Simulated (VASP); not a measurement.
Wanted: the native input for a VASP 6.6.1 run.

| Quantity | Value |
| --- | --- |
| Task | single point |
| Functional | PBE |
| Potentials or basis | VASP PAW PBE potentials, release 64 (Zn, O) |
| Cutoff | 520 eV |
| k mesh | 6 × 6 × 2 |
| Occupations | gaussian, width 0.2 eV |
| Spin | no spin polarisation |
| Dipole correction | no |
| Further INCAR settings | ALGO = Normal; EDIFF = 1e-06; NBANDS = 49 |

The structure of Zn5O3 lies in POSCAR:

```
Zn5O3
1.0
    3.2505262063      0.0063629047      0.0040665135
   -1.6193907555      2.7737760786     -0.0016877805
    0.0193277314      0.0016827026     12.0458625415
Zn O
5 3
Direct
    0.9996452661      1.0006381198      0.4333984883
    0.3337987102      0.6689938842      0.6632836256
    0.3363365771      0.6703446644      0.2097983724
    0.9978936445      0.9961693137      0.9865826760
    0.6635079018      0.3272407052      0.8374164419
    0.3369807224      0.6718259724      0.3733040790
    0.9982122262      0.9988066196      0.5971715735
    1.0002916185      0.9993140540      0.1500447434
```

These files were run (other wordings do the same):

INCAR

```
ALGO = Normal
EDIFF = 1E-6
ENCUT = 520
GGA = PE
ISIF = 2
ISMEAR = 0
LASPH = T
LCHARG = F
LREAL = F
LWAVE = F
NBANDS = 49
NELM = 100
PREC = Accurate
SIGMA = 0.2
```

KPOINTS

```
k-points
0
Gamma
  6 6 2
```

Potentials or basis: VASP PAW PBE potentials, release 64 (Zn, O).

Launch:

```sh
$ cat potpaw_PBE.64/Zn/POTCAR potpaw_PBE.64/O/POTCAR > POTCAR
$ mpirun -np 1 vasp_std > vasp.out
```

It gave:

```yaml
Pressure: 0.7 GPa
Largest_force: 0.058 eV/Å
Band_gap_on_the_k_mesh: zero (bands 39 and 40 overlap by 0.15 eV)
```

Caveat: the k points lie up to 0.37 Å⁻¹ apart; semilocal functionals underestimate gaps, so a narrow gap can read as zero.

It took 4.4 min on 1 thread of Intel(R) Xeon(R) 6975P-C (Granite Rapids), with other jobs on the host, peak memory 0.3 GiB.
